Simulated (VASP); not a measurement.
Input of a VASP 6.6.1 run:

INCAR

```
PREC = Accurate
ENCUT = 520
EDIFF = 1E-6
ISMEAR = 0
SIGMA = 0.02
LREAL = F
LASPH = T
NELM = 60
ALGO = Normal
ISIF = 2
LWAVE = F
LCHARG = T
GGA = PS
LELF = T
LVHAR = T
NBANDS = 20
```

The input KPOINTS:

```
regular mesh
0
Gamma
  12 12 2
```

Contents of POSCAR:

```
WSe2
1.0
    3.2539014151      0.0000000000      0.0000000000
   -1.6269507075      2.8179612868      0.0000000000
    0.0000000000      0.0000000000     16.9944413101
W Se
1 2
Direct
    0.0000000000      0.0000000000      0.0000000000
    0.3333333333      0.6666666667      0.1003992721
    0.3333333333      0.6666666667      0.8996007279
```

Potentials or basis: VASP PAW PBE potentials, release 64 (W_sv, Se).

Command:

```bash
$ cat potpaw_PBE.64/W_sv/POTCAR potpaw_PBE.64/Se/POTCAR > POTCAR
$ mpirun -np 1 vasp_std > vasp.out
```

(1) What does it give for the largest force?

(2) Estimate the band gap on the k mesh.

## Answers

(1) 0.413 eV/Å.

(2) 1.56 eV (least direct gap 1.82 eV).

Caveat: the cell differs from its parent crystal (uniaxial strain along c: +2.0 %); the PAW data sets were made with another functional, which shifts forces and pressure a little; spin-orbit coupling is left out, which moves the levels of the heavy elements.
